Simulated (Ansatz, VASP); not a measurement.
## Two plane-wave programs on CsPbCl3

```
CELL_PARAMETERS angstrom
5.75940 -0.88606 -0.88606
-0.88606 5.75940 -0.88606
-0.88606 -0.88606 5.75940
ATOMIC_POSITIONS crystal
Cs 0.00000 0.00000 0.00000
Pb 0.50000 0.50000 0.50000
Cl 0.00000 0.50000 0.50000
Cl 0.50000 0.00000 0.50000
Cl 0.50000 0.50000 0.00000
```

Alike in both runs: task single point; functional LDA; k mesh 6 × 6 × 6; occupations gaussian, width 0.05 eV; no spin polarisation.

|  | VASP | Ansatz |
| --- | --- | --- |
| version | VASP 6.6.1 | Ansatz 0.2.0 |
| potentials or method | VASP PAW LDA potentials, release 64 (Cs_sv, Pb_d, Cl), cutoff 520 eV | scalar-relativistic, plane waves, PAW |
| valence electrons in the cell | 44 | 44 |

|  | VASP | Ansatz | Ansatz less VASP |
| --- | --- | --- | --- |
| gap on the k mesh at the Fermi level (eV) | 0.91 | 0.94 | +0.031 |
| least direct gap on the mesh (eV) | 0.91 | 0.94 | +0.031 |
| pressure (GPa) | -2.3 | -2.3 | -0.02 |
| traceless stress, the component that is largest in VASP (GPa) | 2.76 | 2.75 | -0.007 |

LDA's correlation is that of Perdew and Zunger in VASP and of Perdew and Wang (1992) in Ansatz.

Neither program's run includes spin-orbit coupling.
